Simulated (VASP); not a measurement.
A run of VASP 6.6.1:

Contents of INCAR:

```
ALGO = Normal ; EDIFF = 1E-6
ENCUT = 520 ; GGA = PE
ISIF = 2 ; ISMEAR = 0
LASPH = T ; LCHARG = T
LELF = T ; LREAL = F
LVHAR = T ; LWAVE = F
NBANDS = 15 ; NELM = 60
PREC = Accurate ; SIGMA = 0.01
```

Contents of KPOINTS:

```
k-points
0
Gamma
  6 6 6
```

POSCAR

```
KCl
1.0
    0.0000000000      3.1891817130      3.1891817130
    3.1891817130      0.0000000000      3.1891817130
    3.1891817130      3.1891817130      0.0000000000
K Cl
1 1
Direct
    0.0000000000      0.0000000000      0.0000000000
    0.5000000000      0.5000000000      0.5000000000
```

Potentials or basis: VASP PAW PBE potentials, release 64 (K_sv, Cl).

Run with:

```console
$ cat potpaw_PBE.64/K_sv/POTCAR potpaw_PBE.64/Cl/POTCAR > POTCAR
$ mpirun -np 1 vasp_std > vasp.out
```

Hardware: 1 thread of Intel(R) Xeon(R) 6975P-C (Granite Rapids) (shared host).

Task: How long does it take, and how much memory?

Result: It took 8.8 s on 1 thread of Intel(R) Xeon(R) 6975P-C (Granite Rapids), with other jobs on the host, peak memory 0.2 GiB. Counts: scf iterations 13, k points 16.
